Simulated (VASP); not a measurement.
Input of a VASP 6.6.1 run:

The input INCAR:

```
PREC = Accurate ; ENCUT = 600
EDIFF = 1E-7 ; ISMEAR = 1
SIGMA = 0.1 ; LREAL = F
LASPH = T ; NELM = 60
ALGO = Normal ; ISIF = 3
LWAVE = F ; LCHARG = F
GGA = PS ; IBRION = 2
NSW = 60 ; EDIFFG = -0.01
```

The input KPOINTS:

```
Automatic mesh
0
Gamma
  12 12 12
```

The input POSCAR:

```
Ir
1.0
    0.0000000000      1.9156000000      1.9156000000
    1.9156000000      0.0000000000      1.9156000000
    1.9156000000      1.9156000000      0.0000000000
Ir
1
Direct
    0.0000000000      0.0000000000      0.0000000000
```

Potentials or basis: VASP PAW PBE potentials, release 64 (Ir).

Run with:

```bash
$ cat potpaw_PBE.64/Ir/POTCAR > POTCAR
$ mpirun -np 1 vasp_std > vasp.out
```

**Question.** Estimate the relaxed cell.

**Answer.** a = 2.710 Å, b = 2.710 Å, c = 2.710 Å, α = 60.00°, β = 60.00°, γ = 60.00°.

**Question.** Predict the relaxed volume.

**Answer.** 14.07 Å³/atom.

**Question.** Estimate the space group after relaxing (to 0.05 Å).

**Answer.** Fm-3m (No. 225).

Final structure:
```
CELL_PARAMETERS angstrom
0.00000 1.91611 1.91611
1.91611 0.00000 1.91611
1.91611 1.91611 0.00000
ATOMIC_POSITIONS crystal
Ir 0.00000 0.00000 0.00000
```

Caveat: the PAW data sets were made with another functional, which shifts forces and pressure a little.
